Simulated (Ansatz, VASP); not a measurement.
# CaB3 in VASP and in Ansatz

```
CELL_PARAMETERS angstrom
4.90226 0.00000 0.00000
-2.45113 4.24548 0.00000
0.00000 0.00000 4.84439
ATOMIC_POSITIONS crystal
Ca 0.33333 0.66667 0.00000
Ca 0.66667 0.33333 0.00000
B 0.79635 0.20365 0.50000
B 0.79635 0.59270 0.50000
B 0.40730 0.20365 0.50000
B 0.20365 0.79635 0.50000
B 0.20365 0.40730 0.50000
B 0.59270 0.79635 0.50000
```

Alike in both runs: functional PBE; k mesh 6 × 6 × 4; occupations gaussian, width 0.1 eV; no spin polarisation.

Ansatz relaxed the structure, and its values are those at the end. VASP's run is a single point on that final structure, the one shown.

|  | VASP | Ansatz |
| --- | --- | --- |
| version | VASP 6.6.1 | Ansatz 0.2.0 |
| potentials or method | VASP PAW PBE potentials, release 64 (Ca_sv, B), cutoff 520 eV | scalar-relativistic, plane waves, PAW |
| valence electrons in the cell | 38 | 38 |

VASP gave:

| Property | Result |
| --- | --- |
| gap on the k mesh at the Fermi level (eV) | none |
| pressure (GPa) | 0.1 |
| rms of the force components (eV/Å) | 0.009 |

Question: Estimate Ansatz's values.

Answer: gap on the k mesh at the Fermi level (eV): none; pressure (GPa): 0.0; rms of the force components (eV/Å): 0.008.

A gap of «none» marks a metal or a gap that the smearing closes.
